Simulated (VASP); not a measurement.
# Si6C in VASP: further runs, part 2 of 2

VASP 6.6.1. The steps go on from the part before.

## 3. Single point, PBE, collinear spin

File INCAR:

```
ALGO     = Normal         # electronic algorithm
DIPOL    = 0.5 0.5 0.331
EDIFF    = 1E-7           # SCF threshold, eV
ENCUT    = 520            # plane-wave cutoff, eV
GGA      = PE             # functional
IDIPOL   = 3            
ISIF     = 2              # what is computed and relaxed
ISMEAR   = 0              # smearing method
ISPIN    = 2              # spin polarisation
LASPH    = T              # aspherical terms in the spheres
LCHARG   = F              # write CHGCAR
LDIPOL   = T            
LORBIT   = 11             # projections on sites
LREAL    = F              # projectors in reciprocal space
LWAVE    = F              # write WAVECAR
MAGMOM   = 0 0 0 0 0 0 2  # initial moments
NBANDS   = 27             # bands
NELM     = 150            # most SCF steps
PREC     = Accurate       # precision mode
SIGMA    = 0.05           # smearing width, eV
```

File KPOINTS:

```
k-points
0
Gamma
  7 5 1
```

File POSCAR:

```
Si6C
1.0
    3.8675355695      0.0000000000      0.0000000000
    0.0000000000      5.4695212554      0.0000000000
    0.0000000000      0.0000000000     19.2238421873
Si C
6 1
Direct
    0.5000000000      0.0000000000      0.2080749499
    0.0000000000      0.2500000000      0.2080749499
    0.0000000000      0.5024402184      0.3062861000
    0.5000000000      0.7475597816      0.3062861000
    0.5000000000      0.0098635014      0.4017845190
    0.0000000000      0.2401364986      0.4017845190
    0.8333333333      0.3431968348      0.4854177379
```

Potentials or basis: VASP PAW PBE potentials, release 64 (Si, C).

Run with:

```
$ cat potpaw_PBE.64/Si/POTCAR potpaw_PBE.64/C/POTCAR > POTCAR
$ mpirun -np 1 vasp_std > vasp.out
```

OUTCAR:

```text
EDIFF = 1E-7
   ENCUT = 520
   GGA = PE
   ISIF = 2
   ISMEAR = 0
   ISPIN = 2
   LASPH = T
   LORBIT = 11
   LREAL = F
   NELM = 150
   PREC = Accurate

 ion  position               nearest neighbor table
   1  0.500  0.000  0.208-   4 2.34   2 2.37   2 2.37
   2  0.000  0.250  0.208-   3 2.34   1 2.37   1 2.37
   3  0.000  0.502  0.306-   6 2.33   2 2.34   4 2.35   4 2.35
   4  0.500  0.748  0.306-   5 2.33   1 2.34   3 2.35   3 2.35
   5  0.500  0.010  0.402-   6 2.31   6 2.31   4 2.33
   6  0.000  0.240  0.402-   7 1.82   5 2.31   5 2.31   3 2.33
   7  0.833  0.343  0.485-   6 1.82

  LATTYP: Found a simple orthorhombic cell.
 ALAT       =     3.8675355695
 B/A-ratio  =     1.4142135624
 C/A-ratio  =     4.9705663573

  Lattice vectors:

 A1 = (   3.8675355695,   0.0000000000,   0.0000000000)
 A2 = (   0.0000000000,   5.4695212554,   0.0000000000)
 A3 = (   0.0000000000,   0.0000000000,  19.2238421873)

Analysis of symmetry for initial positions (statically):
=====================================================================
 Subroutine PRICEL returns:
 Original cell was already a primitive cell.

 Routine SETGRP: Setting up the symmetry group for a
 simple orthorhombic supercell.

 Subroutine GETGRP returns: Found  1 space group operations
 (whereof  1 operations were pure point group operations)
 out of a pool of  8 trial point group operations.

The static configuration has the point symmetry C_1 .

Analysis of symmetry for dynamics (positions and initial velocities):
=====================================================================
 Subroutine PRICEL returns:
 Original cell was already a primitive cell.

 Routine SETGRP: Setting up the symmetry group for a
 simple orthorhombic supercell.

 Subroutine GETGRP returns: Found  1 space group operations
 (whereof  1 operations were pure point group operations)
 out of a pool of  8 trial point group operations.

The dynamic configuration has the point symmetry C_1 .

Analysis of structural, dynamic, and magnetic symmetry:
=====================================================================
 Subroutine PRICEL returns:
 Original cell was already a primitive cell.

 Routine SETGRP: Setting up the symmetry group for a
 simple orthorhombic supercell.

 Subroutine GETGRP returns: Found  1 space group operations
 (whereof  1 operations were pure point group operations)
 out of a pool of  8 trial point group operations.

The overall configuration has the point symmetry C_1 .

 Subroutine INISYM returns: Found  1 space group operations
 (whereof  1 operations are pure point group operations),
 and found     1 'primitive' translations

----------------------------------------------------------------------------------------

                                     Primitive cell

  volume of cell :     406.6529

  direct lattice vectors                    reciprocal lattice vectors
     3.867535570  0.000000000  0.000000000     0.258562586  0.000000000  0.000000000
     0.000000000  5.469521255  0.000000000     0.000000000  0.182831358  0.000000000
     0.000000000  0.000000000 19.223842187     0.000000000  0.000000000  0.052018737
[... 99 lines left out ...]
   NUPDOWN=      -1.0000    fix difference up-down
   EMIN   =  10.00;   EMAX   =-10.00  energy-range for DOS
   EFERMI =   0.00;   METHOD = LEGACY
   ISMEAR =     0;   SIGMA  =   0.05  broadening in eV -4-tet -1-fermi 0-gaus
   EFERMI_NEDOS =   21; number of points for ismear=-14 and -15
   IALGO  =     38    algorithm
   IMIX   =      4    mixing-type and parameters
     AMIX     =   0.40;   BMIX     =  1.00
     AMIX_MAG =   1.60;   BMIX_MAG =  1.00
  volume/ion in A,a.u.               =      58.09       392.03
  Fermi-wavevector in a.u.,A,eV,Ry     =   0.670995  1.267998  6.125817  0.450235
  Thomas-Fermi vector in A             =   1.746681
   LORBIT       =     11    0 simple, 1 ext, 2 COOP (PROOUT), +10 PAW based schemes
   GGA     = PE    functional components
   LHFCALC =     F    Hartree Fock is set to
   AEXX    =    0.0000 exact exchange contribution
   IVDW    =     0    specifies the selected vdW correction
   LEPSILON=     F    determine dielectric tensor
   LRPA    =     F    only Hartree local field effects (RPA)
 spin polarized calculation
 Gauss-broadening in eV      SIGMA  =   0.05
  energy-cutoff  :      520.00
  volume of cell :      406.65
 maximum number of plane-waves:     10975
 NGX is ok and might be reduce to    30
   NGX = 15   NGY = 21   NGZ = 71

 number of electron      27.9999998 magnetization       0.4010642

 dipolmoment           0.000000      0.000000      0.204469 electrons x Angstroem

 Free energy of the ion-electron system (eV)
  ---------------------------------------------------
  ext. energy  EPLUGINS =         0.00000000
  ---------------------------------------------------
  free energy    TOTEN  =       -32.76114487 eV

  energy without entropy =      -32.75339311  energy(sigma->0) =      -32.75726899

 E-fermi :  -2.0240     XC(G=0):  -3.9440

 val. band max:       -2.0352263119   @ k =   0.2857   0.0000   0.0000
 cond. band min:      -2.0231383905   @ k =   0.0000   0.0000   0.0000
 fundamental gap:      0.0120879213
 Fermi energy:        -2.0240328307

 spin component 1

 k-point     1 :       0.0000    0.0000    0.0000
  band No.  band energies     occupation
      1     -13.9216      1.00000
      2     -12.6852      1.00000
      3     -10.7626      1.00000
      4      -9.6694      1.00000
      5      -8.9309      1.00000
      6      -6.4673      1.00000
[... 511 lines left out ...]
     25       3.6800      0.00000
     26       4.2174      0.00000
 Fermi energy:        -2.0240328307

 spin component 2

 k-point     1 :       0.0000    0.0000    0.0000
  band No.  band energies     occupation
      1     -13.7346      1.00000
      2     -12.4826      1.00000
      3     -10.6798      1.00000
      4      -9.5515      1.00000
      5      -8.8489      1.00000
      6      -6.5033      1.00000
[... 511 lines left out ...]
     25       3.7190      0.00000
     26       4.1861      0.00000
 [bands above 26 left out]

------------------------ aborting loop because EDIFF is reached ----------------------------------------

 vacuum level on the upper side and lower side of the slab       (xc-potential included)         0.751        -0.940

  FORCE on cell =-STRESS in cart. coord.  units (eV):
  Direction    XX          YY          ZZ          XY          YZ          ZX
  --------------------------------------------------------------------------------------
  -------------------------------------------------------------------------------------
  Total        1.1855722      0.4740310      0.2517401     -0.7267714     -1.3485939     -1.6285558
  in kB        4.6710528      1.8676415      0.9918343     -2.8634170     -5.3133440     -6.4163700
  external PRESSURE =       2.5101762 kB  Pullay stress =       0.0000000 kB

 VOLUME and BASIS-vectors are now :
 -----------------------------------------------------------------------------
  energy-cutoff  :      520.00
  volume of cell :      406.65
      direct lattice vectors                 reciprocal lattice vectors
     3.867535570  0.000000000  0.000000000     0.258562586  0.000000000  0.000000000
     0.000000000  5.469521255  0.000000000     0.000000000  0.182831358  0.000000000
     0.000000000  0.000000000 19.223842187     0.000000000  0.000000000  0.052018737

 POSITION                                       TOTAL-FORCE (eV/Angst)
 -----------------------------------------------------------------------------------
      1.93377      0.00000      4.00000         0.019036      0.740199      0.130078
      0.00000      1.36738      4.00000         0.010630     -0.572321      0.089279
      0.00000      2.74811      5.88800        -0.040896      0.363411     -0.630930
      1.93377      4.08879      5.88800         0.182427     -0.135655      0.061758
      1.93377      0.05395      7.72384        -0.147123     -0.321995      0.294206
      0.00000      1.31343      7.72384         0.758547      0.116342      0.035795
      3.22295      1.87712      9.33159        -0.782619     -0.189981      0.019814
 -----------------------------------------------------------------------------------
    total drift:                               -0.000033      0.000008     -0.000047

  FREE ENERGIE OF THE ION-ELECTRON SYSTEM (eV)
  ---------------------------------------------------
  free  energy   TOTEN  =       -32.7611448687 eV

  energy  without entropy=      -32.7533931072  energy(sigma->0) =      -32.75726899

 vacuum level on the upper side and lower side of the slab         4.424         2.694

 total charge

# of ion       s       p       d       tot
------------------------------------------
    1        0.805   0.826   0.000   1.631
    2        0.794   0.839   0.000   1.633
    3        0.779   0.903   0.000   1.682
    4        0.769   0.902   0.000   1.671
    5        0.804   0.842   0.000   1.647
    6        0.771   0.978   0.000   1.749
    7        1.013   1.117   0.000   2.131
--------------------------------------------------
tot          5.736   6.408   0.000  12.144

 magnetization (x)

# of ion       s       p       d       tot
------------------------------------------
    1        0.007   0.041   0.000   0.048
    2       -0.018  -0.111   0.000  -0.128
    3        0.006   0.008   0.000   0.014
    4       -0.002  -0.008   0.000  -0.010
    5        0.001  -0.030   0.000  -0.029
    6       -0.003  -0.020   0.000  -0.022
    7        0.015   0.331   0.000   0.346
--------------------------------------------------
tot          0.008   0.211   0.000   0.219
```

Wall time 9.3 min (1 thread of Intel Xeon 6975P-C (Granite Rapids), shared host); peak memory 0.75 GiB.

What came out:

* Free energy: -32.7611 eV
* Largest force: 0.806 eV/Å
* Net moment: 0.40 μB per cell
* Site moments: Si +0.05, -0.13, +0.01, -0.01, -0.03, -0.02; C +0.35 μB
* Valence electrons inside the program's atomic spheres: Si 1.63, 1.68, 1.67, 1.65, 1.75 (each value once); C 2.13

Forces on the atoms (eV/Å):
```
Si   0.019  0.740  0.130
Si   0.011 -0.572  0.089
Si  -0.041  0.363 -0.631
Si   0.182 -0.136  0.062
Si  -0.147 -0.322  0.294
Si   0.759  0.116  0.036
C   -0.783 -0.190  0.020
```

Levels at points of the mesh, in eV from the Fermi level:
Spin up:
| k point | band 12 | band 13 | band 14 | band 15 | band 16 | band 17 |
| --- | --- | --- | --- | --- | --- | --- |
| (0.00, 0.00, 0.00) | -0.80 | -0.47 | -0.24 | 0.00 | 0.99 | 1.31 |
Spin down:
| k point | band 10 | band 11 | band 12 | band 13 | band 14 | band 15 | band 16 | band 17 | band 18 | band 19 |
| --- | --- | --- | --- | --- | --- | --- | --- | --- | --- | --- |
| (0.00, 0.00, 0.00) | -1.57 | -1.15 | -0.61 | -0.45 | -0.04 | 0.51 | 1.19 | 1.35 | 1.62 | 2.75 |

Caveat: a moment this small can come from the mesh or the smearing.
